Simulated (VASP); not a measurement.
# BN (R3m) in VASP: notebook

Runs on BN. Level: PBE+D3(BJ). Tasks: single point, relaxation of shape and atoms at fixed volume.

All numbers are computed with VASP 6.6.1; they aren't measurements. Logs are shortened: lines on timing, memory, paths and dates and some standing lists are left out, and cuts for length are marked.

### 1 The cell of the first run

It takes space group R3m (No. 160, trigonal). Conventional cell: a = 2.504 Å, b = 2.504 Å, c = 9.606 Å, α = 90.00°, β = 90.00°, γ = 120.00°. Within 1.9 Å of B (site symmetry 3m) lie 3 N at 1.45 Å. N (site symmetry 3m) has 3 B at 1.45 Å within 1.9 Å.

### 2 Single point, PBE+D3(BJ) (8.69 Å³/atom)

Contents of INCAR:

```
PREC     = Accurate       # precision mode
ENCUT    = 520            # plane-wave cutoff, eV
EDIFF    = 1E-6           # SCF threshold, eV
ISMEAR   = 0              # smearing method
SIGMA    = 0.02           # smearing width, eV
LREAL    = False          # projectors in reciprocal space
LASPH    = True           # aspherical terms in the spheres
NELM     = 80             # most SCF steps
ALGO     = Normal         # electronic algorithm
ISIF     = 2              # what is computed and relaxed
LWAVE    = False          # write WAVECAR
LCHARG   = False          # write CHGCAR
GGA      = PE             # functional
IVDW     = 12             # dispersion correction
NBANDS   = 11             # bands
```

Contents of KPOINTS:

```
Automatic mesh
0
Gamma
  12 12 12
```

Contents of POSCAR:

```
BN
1.0
    1.2518707097      0.7227678912      3.2020968581
   -1.2518707097      0.7227678912      3.2020968581
    0.0000000000     -1.4455357824      3.2020968581
B N
1 1
Direct
    0.9997569716      0.9997569716      0.9997569716
    0.3326760284      0.3326760284      0.3326760284
```

Potentials or basis: VASP PAW PBE potentials, release 64 (B, N).

Run with:

```sh
$ cat potpaw_PBE.64/B/POTCAR potpaw_PBE.64/N/POTCAR > POTCAR
$ mpirun -np 1 vasp_std > vasp.out
```

OUTCAR:

```text
PREC = Accurate
   ENCUT = 520
   EDIFF = 1E-6
   ISMEAR = 0
   LREAL = False
   LASPH = True
   NELM = 80
   ISIF = 2
   GGA = PE
   IVDW = 12
 IVDW          = 12

 ion  position               nearest neighbor table
   1  1.000  1.000  1.000-   2 1.45   2 1.45   2 1.45
   2  0.333  0.333  0.333-   1 1.45   1 1.45   1 1.45

  LATTYP: Found a trigonal (rhomboedric) cell.
 ALAT       =     3.5132603073
 COS(alpha) =     0.7460616496

  Lattice vectors:

 A1 = (   1.2518707097,   0.7227678912,   3.2020968581)
 A2 = (  -1.2518707097,   0.7227678912,   3.2020968581)
 A3 = (   0.0000000000,  -1.4455357824,   3.2020968581)

Analysis of symmetry for initial positions (statically):
=====================================================================
 Subroutine PRICEL returns:
 Original cell was already a primitive cell.

 Routine SETGRP: Setting up the symmetry group for a
 trigonal (rhombohedral) supercell.

 Subroutine GETGRP returns: Found  6 space group operations
 (whereof  6 operations were pure point group operations)
 out of a pool of 12 trial point group operations.

The static configuration has the point symmetry C_3v.

Analysis of symmetry for dynamics (positions and initial velocities):
=====================================================================
 Subroutine PRICEL returns:
 Original cell was already a primitive cell.

 Routine SETGRP: Setting up the symmetry group for a
 trigonal (rhombohedral) supercell.

 Subroutine GETGRP returns: Found  6 space group operations
 (whereof  6 operations were pure point group operations)
 out of a pool of 12 trial point group operations.

The dynamic configuration has the point symmetry C_3v.

 Subroutine INISYM returns: Found  6 space group operations
 (whereof  6 operations are pure point group operations),
 and found     1 'primitive' translations

----------------------------------------------------------------------------------------

                                     Primitive cell

  volume of cell :      17.3838

  direct lattice vectors                    reciprocal lattice vectors
     1.251870710  0.722767891  3.202096858     0.399402267  0.230595007  0.104098454
    -1.251870710  0.722767891  3.202096858    -0.399402267  0.230595007  0.104098454
     0.000000000 -1.445535782  3.202096858     0.000000000 -0.461190013  0.104098454

  length of vectors
     3.513260307  3.513260307  3.513260307     0.472792467  0.472792467  0.472792467

  position of ions in fractional coordinates (direct lattice)
     0.999756972  0.999756972  0.999756972
     0.332676028  0.332676028  0.332676028

  ion indices of the primitive-cell ions
   primitive index   ion index
                 1           1
                 2           2

----------------------------------------------------------------------------------------

 KPOINTS: Automatic mesh

Automatic generation of k-mesh.
 Grid dimensions read from file:
 generate k-points for:   12   12   12

 Generating k-lattice:

  Cartesian coordinates                     Fractional coordinates (reciprocal lattice)
     0.033283522  0.019216251  0.008674871     0.083333333  0.000000000 -0.000000000
    -0.033283522  0.019216251  0.008674871     0.000000000  0.083333333 -0.000000000
     0.000000000 -0.038432501  0.008674871    -0.000000000 -0.000000000  0.083333333

  Length of vectors
     0.039399372  0.039399372  0.039399372

  Shift w.r.t. Gamma in fractional coordinates (k-lattice)
     0.000000000  0.000000000  0.000000000

 Subroutine IBZKPT returns following result:
 ===========================================

 Found    189 irreducible k-points:

 Following reciprocal coordinates:
            Coordinates               Weight
  0.000000  0.000000  0.000000      1.000000
  0.083333 -0.000000  0.000000      6.000000
  0.166667 -0.000000  0.000000      6.000000
  0.250000 -0.000000  0.000000      6.000000
  0.333333 -0.000000  0.000000      6.000000
  0.416667 -0.000000  0.000000      6.000000
[... 16 lines left out ...]
  0.500000  0.166667  0.000000     12.000000
 -0.416667  0.166667  0.000000     12.000000
 [... further k-points ...]
   k-points           NKPTS =    189   k-points in BZ     NKDIM =    189   number of bands    NBANDS=     11
   number of dos      NEDOS =    301   number of ions     NIONS =      2
   total plane-waves  NPLWV =  21952
   dimension x,y,z NGX =    28 NGY =   28 NGZ =   28
   dimension x,y,z NGXF=    56 NGYF=   56 NGZF=   56
   ions per type =               1   1
   NGX,Y,Z   is equivalent  to a cutoff of  13.25, 13.25, 13.25 a.u.
   NGXF,Y,Z  is equivalent  to a cutoff of  26.50, 26.50, 26.50 a.u.
 SYSTEM =  unknown system
   PREC   = accura    normal or accurate (medium, high low for compatibility)
   ISTART =      0    job   : 0-new  1-cont  2-samecut
   ICHARG =      2    charge: 1-file 2-atom 10-const
   ISPIN  =      1    spin polarized calculation?
   LNONCOLLINEAR =      F non collinear calculations
   LSORBIT =      F    spin-orbit coupling
   LASPH  =      T    aspherical Exc in radial PAW
   ENCUT  =  520.0 eV  38.22 Ry    6.18 a.u.   6.53  6.53  6.53*2*pi/ulx,y,z
   NELM   =     80;   NELMIN=  2; NELMDL= -5     # of ELM steps
   EDIFF  = 0.1E-05   stopping-criterion for ELM
   LREAL  =      F    real-space projection
   EDIFFG = 0.1E-04   stopping-criterion for IOM
   NSW    =      0    number of steps for IOM
   IBRION =     -1    ionic relax: 0-MD 1-quasi-New 2-CG
   NFREE  =      0    steps in history (QN), initial steepest desc. (CG)
   ISIF   =      2    stress and relaxation
   ISYM   =      2    0-nonsym 1-usesym 2-fastsym
   POTIM  = 0.5000    time-step for ionic-motion
   TEBEG  =    0.0;   TEEND  =   0.0 temperature during run
   PSTRESS=    0.0 pullay stress
   NELECT =       8.0000    total number of electrons
   NUPDOWN=      -1.0000    fix difference up-down
   EMIN   =  10.00;   EMAX   =-10.00  energy-range for DOS
   EFERMI =   0.00;   METHOD = LEGACY
   ISMEAR =     0;   SIGMA  =   0.02  broadening in eV -4-tet -1-fermi 0-gaus
   EFERMI_NEDOS =   21; number of points for ismear=-14 and -15
   IALGO  =     38    algorithm
   IMIX   =      4    mixing-type and parameters
     AMIX     =   0.40;   BMIX     =  1.00
     AMIX_MAG =   1.60;   BMIX_MAG =  1.00
  volume/ion in A,a.u.               =       8.69        58.66
  Fermi-wavevector in a.u.,A,eV,Ry     =   1.263931  2.388484 21.735612  1.597522
  Thomas-Fermi vector in A             =   2.397263
   LORBIT       =      0    0 simple, 1 ext, 2 COOP (PROOUT), +10 PAW based schemes
   GGA     = PE    functional components
   LHFCALC =     F    Hartree Fock is set to
   AEXX    =    0.0000 exact exchange contribution
   IVDW    =    12    specifies the selected vdW correction
   LEPSILON=     F    determine dielectric tensor
   LRPA    =     F    only Hartree local field effects (RPA)
 non-spin polarized calculation
 Gauss-broadening in eV      SIGMA  =   0.02
  energy-cutoff  :      520.00
  volume of cell :       17.38
 maximum number of plane-waves:       478
 NGX is ok and might be reduce to    28
   NGX = 13   NGY = 13   NGZ = 13

 number of electron       8.0000000 magnetization

 Free energy of the ion-electron system (eV)
  ---------------------------------------------------
  ext. energy  EPLUGINS =         0.00000000
  ---------------------------------------------------
  free energy    TOTEN  =       -17.56273329 eV

  energy without entropy =      -17.56273329  energy(sigma->0) =      -17.56273329

 E-fermi :   2.7649     XC(G=0): -10.3213

 val. band max:        2.5599761976   @ k =  -0.3333   0.2500   0.0000
 cond. band min:       6.7141541907   @ k =   0.5000   0.5000   0.0000
 fundamental gap:      4.1541779930
 Fermi energy:         2.7649472274

 k-point     1 :       0.0000    0.0000    0.0000
  band No.  band energies     occupation
      1     -15.2777      2.00000
      2      -1.3075      2.00000
      3       1.2716      2.00000
      4       1.2716      2.00000
      5       8.0497      0.00000
      6      14.2335      0.00000
      7      14.2335      0.00000
      8      15.7570      0.00000
      9      17.5440      0.00000
     10      28.5602      0.00000
     11      31.3693      0.00000

 k-point     2 :       0.0833   -0.0000    0.0000
  band No.  band energies     occupation
      1     -15.1385      2.00000
      2      -1.1685      2.00000
      3       0.7023      2.00000
      4       1.0160      2.00000
      5       8.3404      0.00000
      6      14.1659      0.00000
      7      14.8243      0.00000
      8      15.2785      0.00000
      9      17.9691      0.00000
     10      28.6885      0.00000
     11      29.2060      0.00000

 k-point     3 :       0.1667   -0.0000    0.0000
  band No.  band energies     occupation
      1     -14.7283      2.00000
      2      -0.8184      2.00000
      3      -0.6616      2.00000
      4       0.3937      2.00000
      5       9.0895      0.00000
      6      13.8860      0.00000
      7      14.1745      0.00000
      8      16.4317      0.00000
      9      18.9951      0.00000
     10      25.9884      0.00000
     11      27.8201      0.00000

 k-point     4 :       0.2500   -0.0000    0.0000
  band No.  band energies     occupation
      1     -14.0754      2.00000
      2      -2.5368      2.00000
      3      -0.3284      2.00000
      4      -0.0810      2.00000
      5      10.0412      0.00000
      6      12.3373      0.00000
      7      14.0630      0.00000
      8      18.7094      0.00000
      9      20.0533      0.00000
     10      23.8631      0.00000
     11      26.1931      0.00000

 k-point     5 :       0.3333   -0.0000    0.0000
  band No.  band energies     occupation
      1     -13.2507      2.00000
      2      -4.3397      2.00000
      3      -0.9489      2.00000
      4       0.7735      2.00000
      5       9.9091      0.00000
      6      11.7784      0.00000
      7      14.2897      0.00000
      8      20.1000      0.00000
      9      21.2653      0.00000
     10      23.1226      0.00000
     11      25.0161      0.00000
[... 211 lines left out ...]
 k-point    21 :       0.3333    0.1667    0.0000
  band No.  band energies     occupation
      1     -13.6531      2.00000
      2      -2.9397      2.00000
      3      -1.3155      2.00000
      4      -0.0838      2.00000
      5      10.4896      0.00000
      6      12.5790      0.00000
      7      15.0684      0.00000
      8      17.6819      0.00000
      9      20.9656      0.00000
     10      22.5185      0.00000
     11      27.4493      0.00000

 k-point    22 :       0.4167    0.1667    0.0000
  band No.  band energies     occupation
      1     -12.8661      2.00000
      2      -4.3363      2.00000
      3      -2.1585      2.00000
      4       0.7487      2.00000
      5       9.5068      0.00000
      6      13.4722      0.00000
      7      15.6550      0.00000
      8      18.2381      0.00000
      9      20.0765      0.00000
     10      23.2391      0.00000
     11      26.3682      0.00000

 k-point    23 :       0.5000    0.1667    0.0000
  band No.  band energies     occupation
      1     -12.1156      2.00000
      2      -5.5586      2.00000
      3      -2.6676      2.00000
      4       1.6686      2.00000
      5       8.3729      0.00000
      6      14.1876      0.00000
      7      16.0695      0.00000
      8      17.9251      0.00000
      9      20.3797      0.00000
     10      23.1531      0.00000
     11      26.4374      0.00000

 k-point    24 :      -0.4167    0.1667    0.0000
  band No.  band energies     occupation
      1     -11.7909      2.00000
      2      -6.0631      2.00000
      3      -2.8382      2.00000
      4       2.2889      2.00000
      5       7.7819      0.00000
      6      14.1297      0.00000
      7      16.3132      0.00000
      8      17.1712      0.00000
      9      20.8450      0.00000
     10      23.7343      0.00000
     11      26.2440      0.00000

 [... further k-points ...]

------------------------ aborting loop because EDIFF is reached ----------------------------------------

 Edisp (eV)   -0.29516

 E8    (eV) :    -0.0869

  FORCE on cell =-STRESS in cart. coord.  units (eV):
  Direction    XX          YY          ZZ          XY          YZ          ZX
  --------------------------------------------------------------------------------------
  -------------------------------------------------------------------------------------
  Total       0.12625     0.12625     0.09264     0.00000     0.00000     0.00000
  in kB      11.63620    11.63620     8.53827     0.00000     0.00000     0.00000
  external pressure =       10.60 kB  Pullay stress =        0.00 kB

 VOLUME and BASIS-vectors are now :
 -----------------------------------------------------------------------------
  energy-cutoff  :      520.00
  volume of cell :       17.38
      direct lattice vectors                 reciprocal lattice vectors
     1.251870710  0.722767891  3.202096858     0.399402267  0.230595007  0.104098454
    -1.251870710  0.722767891  3.202096858    -0.399402267  0.230595007  0.104098454
     0.000000000 -1.445535782  3.202096858     0.000000000 -0.461190013  0.104098454

 POSITION                                       TOTAL-FORCE (eV/Angst)
 -----------------------------------------------------------------------------------
      0.00000      0.00000      9.60396         0.000000      0.000000      0.000876
      0.00000      0.00000      3.19578         0.000000     -0.000000     -0.000876
 -----------------------------------------------------------------------------------
    total drift:                                0.000000     -0.000000      0.000087

  FREE ENERGIE OF THE ION-ELECTRON SYSTEM (eV)
  ---------------------------------------------------
  free  energy   TOTEN  =       -17.8578966486 eV

  energy  without entropy=      -17.8578966486  energy(sigma->0) =      -17.85789665
```

It took 1.7 min on 1 thread of AMD EPYC 7R13, shared host; peak memory 0.15 GiB.

Results:

```yaml
Free_energy: -17.8579 eV
Pressure: 1.1 GPa
Band_gap_on_the_k_mesh: 4.15 eV (least direct gap 4.71 eV)
Dispersion_energy_per_atom: -0.148 eV
```

A k mesh can miss the band edges.

### 3 Single point, PBE+D3(BJ) (9.23 Å³/atom)

This run uses another cell than the first one, of 9.23 Å³/atom.

Contents of INCAR:

```
PREC = Accurate ; ENCUT = 520
EDIFF = 1E-6 ; ISMEAR = 0
SIGMA = 0.02 ; LREAL = False
LASPH = True ; NELM = 80
ALGO = Normal ; ISIF = 2
LWAVE = False ; LCHARG = False
GGA = PE ; IVDW = 12
NBANDS = 11
```

Contents of KPOINTS:

```
regular mesh
0
Gamma
  12 12 12
```

Contents of POSCAR:

```
BN
1.0
    1.2539926937      0.7239930193      3.3886670452
   -1.2539926937      0.7239930193      3.3886670452
    0.0000000000     -1.4479860386      3.3886670452
B N
1 1
Direct
    0.9996613582      0.9996613582      0.9996613582
    0.3327716418      0.3327716418      0.3327716418
```

Potentials or basis: VASP PAW PBE potentials, release 64 (B, N).

Run with:

```sh
$ cat potpaw_PBE.64/B/POTCAR potpaw_PBE.64/N/POTCAR > POTCAR
$ mpirun -np 1 vasp_std > vasp.out
```

It took 94 s on 1 thread of AMD EPYC 7R13, shared host; peak memory 0.16 GiB.

Results (log left out):

```
Free energy                : -17.8585 eV
Pressure                   : -0.6 GPa
Band gap on the k mesh     : 4.28 eV (least direct gap 4.68 eV)
Dispersion energy per atom : -0.137 eV
```

Stress tensor (GPa, compression positive):
```
-0.53  0.00  0.00
 0.00 -0.53  0.00
 0.00  0.00 -0.83
```

Levels at points of the mesh, in eV from the valence-band top:
```
           k point  band 2  band 3  band 4  band 5  band 6  band 7
(0.00, 0.00, 0.00)   -4.17   -1.30   -1.30    5.14   11.62   11.62
(0.50, 0.00, 0.00)   -8.90   -4.06   -0.60    5.26    9.85   13.03
(0.50, 0.50, 0.00)   -8.78   -4.12   -1.16    4.28    9.84   14.19
(0.50, 0.50, 0.50)   -6.08   -1.31   -1.31   10.04   11.55   11.55
```

[end of part 1 of 2]
